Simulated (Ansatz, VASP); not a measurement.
## Rh: VASP beside Ansatz

```
Rh
1.0
     2.48473    0.00000    0.00000
     0.00000    2.48473    0.00000
     0.00000    0.00000    2.48473
Rh
1
Direct
  0.00000 0.00000 0.00000
```

Change from the starting cell: volume scaled by 0.9405.

Alike in both runs: task single point; functional PBE; k mesh 14 × 14 × 14; occupations fermi-dirac, width 0.08 eV; no spin polarisation.

|  | VASP | Ansatz |
| --- | --- | --- |
| version | VASP 6.6.1 | Ansatz 0.2.0 |
| potentials or method | VASP PAW PBE potentials, release 64 (Rh_pv), cutoff 520 eV | all-electron LAPW, scalar-relativistic |

```tsv
	VASP	Ansatz	Ansatz less VASP
pressure (GPa)	13.2	13.0	-0.11
```

Ansatz ran all-electron here, and VASP with PAW potentials.
